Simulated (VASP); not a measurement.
# Ir (Fm-3m) in VASP: single point with PBE

Aim: the single point of Ir with PBE.

All numbers are computed with VASP 6.6.1; they aren't measurements. Logs are shortened: lines on timing, memory, paths and dates and some standing lists are left out, and cuts for length are marked.

## 1. The cell of the first run

It takes space group Fm-3m (No. 225, cubic). Conventional cell: a = 3.876 Å, b = 3.876 Å, c = 3.876 Å, α = 90.00°, β = 90.00°, γ = 90.00°. Ir (site symmetry m-3m) has 12 Ir at 2.74 Å within 3.6 Å.

## 2. Single point, PBE

The input, INCAR:

```
SYSTEM = Ir
PREC     = Accurate       ! precision mode
ENCUT    = 500            ! plane-wave cutoff, eV
EDIFF    = 1E-6           ! SCF threshold, eV
ISMEAR   = 0              ! smearing method
SIGMA    = 0.1            ! smearing width, eV
LREAL    = .False.        ! projectors in reciprocal space
LASPH    = .True.         ! aspherical terms in the spheres
NELM     = 120            ! most SCF steps
ALGO     = Normal         ! electronic algorithm
ISIF     = 2              ! what is computed and relaxed
LWAVE    = .False.        ! write WAVECAR
LCHARG   = .False.        ! write CHGCAR
GGA      = PE             ! functional
NBANDS   = 10             ! bands
GGA_COMPAT= .False.
```

The input, KPOINTS:

```
regular mesh
0
Gamma
  8 8 8
  0 0 0
```

The input, POSCAR:

```
Ir
1.0
    0.0000000000      1.9377832451      1.9377832451
    1.9377832451      0.0000000000      1.9377832451
    1.9377832451      1.9377832451      0.0000000000
Ir
1
Direct
    0.0000000000      0.0000000000      0.0000000000
```

Potentials or basis: VASP PAW PBE potentials, release 64 (Ir).

Launch:

```
$ cat potpaw_PBE.64/Ir/POTCAR > POTCAR
$ mpirun -np 1 vasp_std > vasp.out
```

OUTCAR:

```text
SYSTEM = Ir
   PREC = Accurate
   ENCUT = 500
   EDIFF = 1E-6
   ISMEAR = 0
   LREAL = .False.
   LASPH = .True.
   NELM = 120
   ISIF = 2
   GGA = PE

 ion  position               nearest neighbor table
   1  0.000  0.000  0.000-

  LATTYP: Found a face centered cubic cell.
 ALAT       =     3.8755664902

  Lattice vectors:

 A1 = (   0.0000000000,   1.9377832451,   1.9377832451)
 A2 = (   1.9377832451,   0.0000000000,   1.9377832451)
 A3 = (   1.9377832451,   1.9377832451,   0.0000000000)

Analysis of symmetry for initial positions (statically):
=====================================================================
 Subroutine PRICEL returns:
 Original cell was already a primitive cell.

 Routine SETGRP: Setting up the symmetry group for a
 face centered cubic supercell.

 Subroutine GETGRP returns: Found 48 space group operations
[... 9 lines left out ...]

 Routine SETGRP: Setting up the symmetry group for a
 face centered cubic supercell.

 Subroutine GETGRP returns: Found 48 space group operations
[... 11 lines left out ...]
                                     Primitive cell

  volume of cell :      14.5528

  direct lattice vectors                    reciprocal lattice vectors
     0.000000000  1.937783245  1.937783245    -0.258026795  0.258026795  0.258026795
     1.937783245  0.000000000  1.937783245     0.258026795 -0.258026795  0.258026795
     1.937783245  1.937783245  0.000000000     0.258026795  0.258026795 -0.258026795

  length of vectors
     2.740439346  2.740439346  2.740439346     0.446915519  0.446915519  0.446915519

  position of ions in fractional coordinates (direct lattice)
     0.000000000  0.000000000  0.000000000

  ion indices of the primitive-cell ions
   primitive index   ion index
                 1           1

----------------------------------------------------------------------------------------

 KPOINTS: regular mesh

Automatic generation of k-mesh.
 Grid dimensions read from file:
 generate k-points for:    8    8    8

 Generating k-lattice:

  Cartesian coordinates                     Fractional coordinates (reciprocal lattice)
    -0.032253349  0.032253349  0.032253349     0.125000000  0.000000000  0.000000000
     0.032253349 -0.032253349  0.032253349     0.000000000  0.125000000  0.000000000
     0.032253349  0.032253349 -0.032253349     0.000000000  0.000000000  0.125000000

  Length of vectors
     0.055864440  0.055864440  0.055864440

  Shift w.r.t. Gamma in fractional coordinates (k-lattice)
     0.000000000  0.000000000  0.000000000

 Subroutine IBZKPT returns following result:
 ===========================================

 Found     29 irreducible k-points:

 Following reciprocal coordinates:
            Coordinates               Weight
  0.000000  0.000000  0.000000      1.000000
  0.125000  0.000000  0.000000      8.000000
  0.250000  0.000000  0.000000      8.000000
  0.375000  0.000000  0.000000      8.000000
  0.500000  0.000000  0.000000      4.000000
  0.125000  0.125000  0.000000      6.000000
[... 16 lines left out ...]
  0.500000  0.250000  0.125000     48.000000
 -0.375000  0.250000  0.125000     24.000000
 [... further k-points ...]
   k-points           NKPTS =     29   k-points in BZ     NKDIM =     29   number of bands    NBANDS=     10
   number of dos      NEDOS =    301   number of ions     NIONS =      1
   total plane-waves  NPLWV =   8000
   dimension x,y,z NGX =    20 NGY =   20 NGZ =   20
   dimension x,y,z NGXF=    40 NGYF=   40 NGZF=   40
   ions per type =               1
   NGX,Y,Z   is equivalent  to a cutoff of  12.13, 12.13, 12.13 a.u.
   NGXF,Y,Z  is equivalent  to a cutoff of  24.27, 24.27, 24.27 a.u.
 SYSTEM =  Ir
   PREC   = accura    normal or accurate (medium, high low for compatibility)
   ISTART =      0    job   : 0-new  1-cont  2-samecut
   ICHARG =      2    charge: 1-file 2-atom 10-const
   ISPIN  =      1    spin polarized calculation?
   LNONCOLLINEAR =      F non collinear calculations
   LSORBIT =      F    spin-orbit coupling
   LASPH  =      T    aspherical Exc in radial PAW
   ENCUT  =  500.0 eV  36.75 Ry    6.06 a.u.   5.00  5.00  5.00*2*pi/ulx,y,z
   NELM   =    120;   NELMIN=  2; NELMDL= -5     # of ELM steps
   EDIFF  = 0.1E-05   stopping-criterion for ELM
   LREAL  =      F    real-space projection
   EDIFFG = 0.1E-04   stopping-criterion for IOM
   NSW    =      0    number of steps for IOM
   IBRION =     -1    ionic relax: 0-MD 1-quasi-New 2-CG
   NFREE  =      0    steps in history (QN), initial steepest desc. (CG)
   ISIF   =      2    stress and relaxation
   ISYM   =      2    0-nonsym 1-usesym 2-fastsym
   POTIM  = 0.5000    time-step for ionic-motion
   TEBEG  =    0.0;   TEEND  =   0.0 temperature during run
   PSTRESS=    0.0 pullay stress
   NELECT =       9.0000    total number of electrons
   NUPDOWN=      -1.0000    fix difference up-down
   EMIN   =  10.00;   EMAX   =-10.00  energy-range for DOS
   EFERMI =   0.00;   METHOD = LEGACY
   ISMEAR =     0;   SIGMA  =   0.10  broadening in eV -4-tet -1-fermi 0-gaus
   EFERMI_NEDOS =   21; number of points for ismear=-14 and -15
   IALGO  =     38    algorithm
   IMIX   =      4    mixing-type and parameters
     AMIX     =   0.40;   BMIX     =  1.00
     AMIX_MAG =   1.60;   BMIX_MAG =  1.00
  volume/ion in A,a.u.               =      14.55        98.21
  Fermi-wavevector in a.u.,A,eV,Ry     =   1.394785  2.635761 26.469101  1.945424
  Thomas-Fermi vector in A             =   2.518300
   LORBIT       =      0    0 simple, 1 ext, 2 COOP (PROOUT), +10 PAW based schemes
   GGA     = PE    functional components
   LHFCALC =     F    Hartree Fock is set to
   AEXX    =    0.0000 exact exchange contribution
   IVDW    =     0    specifies the selected vdW correction
   LEPSILON=     F    determine dielectric tensor
   LRPA    =     F    only Hartree local field effects (RPA)
 non-spin polarized calculation
 Gauss-broadening in eV      SIGMA  =   0.10
  energy-cutoff  :      500.00
  volume of cell :       14.55
 maximum number of plane-waves:       380
   NGX =  9   NGY =  9   NGZ =  9

 number of electron       9.0000000 magnetization

 Free energy of the ion-electron system (eV)
  ---------------------------------------------------
  ext. energy  EPLUGINS =         0.00000000
  ---------------------------------------------------
  free energy    TOTEN  =        -8.78194481 eV

  energy without entropy =       -8.77304611  energy(sigma->0) =       -8.77749546

 E-fermi :   9.9725     XC(G=0): -13.8194

 val. band max:        9.9286493845   @ k =  -0.3750   0.1250   0.0000
 cond. band min:       9.9923705634   @ k =  -0.3750   0.2500   0.0000
 fundamental gap:      0.0637211789
 Fermi energy:         9.9724571079

 k-point     1 :       0.0000    0.0000    0.0000
  band No.  band energies     occupation
      1      -0.8952      2.00000
      2       6.2005      2.00000
      3       6.2005      2.00000
      4       6.2005      2.00000
      5       8.7814      2.00000
      6       8.7814      2.00000
      7      24.2850      0.00000
      8      29.7252      0.00000
      9      29.7252      0.00000
     10      29.7252      0.00000

 k-point     2 :       0.1250    0.0000    0.0000
  band No.  band energies     occupation
      1      -0.2422      2.00000
      2       5.8950      2.00000
      3       6.4545      2.00000
      4       6.4545      2.00000
      5       8.6474      2.00000
      6       8.6474      2.00000
      7      25.3381      0.00000
      8      27.1540      0.00000
      9      30.7871      0.00000
     10      30.7871      0.00000

 k-point     3 :       0.2500    0.0000    0.0000
  band No.  band energies     occupation
      1       1.2667      2.00000
      2       5.7059      2.00000
      3       6.6300      2.00000
      4       6.6300      2.00000
      5       8.9586      2.00000
      6       8.9586      2.00000
      7      23.5915      0.00000
      8      26.5339      0.00000
      9      33.2927      0.00000
     10      33.2937      0.00000

 k-point     4 :       0.3750    0.0000    0.0000
  band No.  band energies     occupation
      1       2.0764      2.00000
      2       6.2964      2.00000
      3       6.2964      2.00000
      4       7.3418      2.00000
      5      10.1133      0.04644
      6      10.1133      0.04644
      7      19.5918      0.00000
      8      24.6949      0.00000
      9      31.0614      0.00000
     10      31.0614      0.00000

 k-point     5 :       0.5000    0.0000    0.0000
  band No.  band energies     occupation
      1       2.1143      2.00000
      2       6.1096      2.00000
      3       6.1096      2.00000
      4       9.2387      2.00000
      5      10.7743      0.00000
      6      10.7743      0.00000
      7      16.9031      0.00000
      8      23.8355      0.00000
      9      29.4654      0.00000
     10      29.4654      0.00000

 k-point     6 :       0.1250    0.1250    0.0000
  band No.  band energies     occupation
      1      -0.0194      2.00000
      2       5.5769      2.00000
      3       6.6990      2.00000
      4       6.6990      2.00000
      5       8.0705      2.00000
      6       9.0375      2.00000
      7      25.7612      0.00000
      8      28.1407      0.00000
      9      29.8667      0.00000
     10      29.8667      0.00000
[... 183 lines left out ...]
 k-point    21 :       0.5000    0.5000    0.0000
  band No.  band energies     occupation
      1       2.3398      2.00000
      2       2.8832      2.00000
      3      10.7487      0.00000
      4      11.3207      0.00000
      5      11.3207      0.00000
      6      11.6223      0.00000
      7      20.0562      0.00000
      8      21.4990      0.00000
      9      21.4990      0.00000
     10      30.7875      0.00000

 k-point    22 :       0.3750    0.2500    0.1250
  band No.  band energies     occupation
      1       2.6313      2.00000
      2       4.6187      2.00000
      3       6.1295      2.00000
      4       8.1369      2.00000
      5       8.2026      2.00000
      6      10.6738      0.00000
      7      24.0187      0.00000
      8      26.5672      0.00000
      9      28.2964      0.00000
     10      30.3818      0.00000

 k-point    23 :       0.5000    0.2500    0.1250
  band No.  band energies     occupation
      1       3.5137      2.00000
      2       5.1425      2.00000
      3       5.5123      2.00000
      4       7.7632      2.00000
      5       9.7787      1.99385
      6      12.6741      0.00000
      7      19.9311      0.00000
      8      25.1000      0.00000
      9      26.5545      0.00000
     10      31.0662      0.00000

 k-point    24 :      -0.3750    0.2500    0.1250
  band No.  band energies     occupation
      1       3.5453      2.00000
      2       4.9214      2.00000
      3       6.4568      2.00000
      4       7.4608      2.00000
      5      10.4720      0.00000
      6      14.9611      0.00000
      7      16.3640      0.00000
      8      25.4809      0.00000
      9      25.4826      0.00000
     10      29.5085      0.00000

 [... further k-points ...]
[... 5 lines left out ...]
  --------------------------------------------------------------------------------------
  -------------------------------------------------------------------------------------
  Total        0.0417431      0.0417431      0.0417431     -0.0000000     -0.0000000      0.0000000
  in kB        4.5956754      4.5956754      4.5956754     -0.0000000     -0.0000000      0.0000000
  external PRESSURE =       4.5956754 kB  Pullay stress =       0.0000000 kB

 VOLUME and BASIS-vectors are now :
 -----------------------------------------------------------------------------
  energy-cutoff  :      500.00
  volume of cell :       14.55
      direct lattice vectors                 reciprocal lattice vectors
     0.000000000  1.937783245  1.937783245    -0.258026795  0.258026795  0.258026795
     1.937783245  0.000000000  1.937783245     0.258026795 -0.258026795  0.258026795
     1.937783245  1.937783245  0.000000000     0.258026795  0.258026795 -0.258026795

 POSITION                                       TOTAL-FORCE (eV/Angst)
 -----------------------------------------------------------------------------------
      0.00000      0.00000      0.00000         0.000000      0.000000      0.000000
 -----------------------------------------------------------------------------------
    total drift:                               -0.000000     -0.000000     -0.000000

  FREE ENERGIE OF THE ION-ELECTRON SYSTEM (eV)
  ---------------------------------------------------
  free  energy   TOTEN  =        -8.7819448070 eV

  energy  without entropy=       -8.7730461054  energy(sigma->0) =       -8.77749546
```

Wall time 6.7 s (1 thread of AMD EPYC 7R13, shared host); peak memory 0.1 GiB.

What came out:

```yaml
Free_energy: -8.7819 eV
Pressure: 0.5 GPa
```

Caveat: spin-orbit coupling is left out, which moves the levels of the heavy elements.
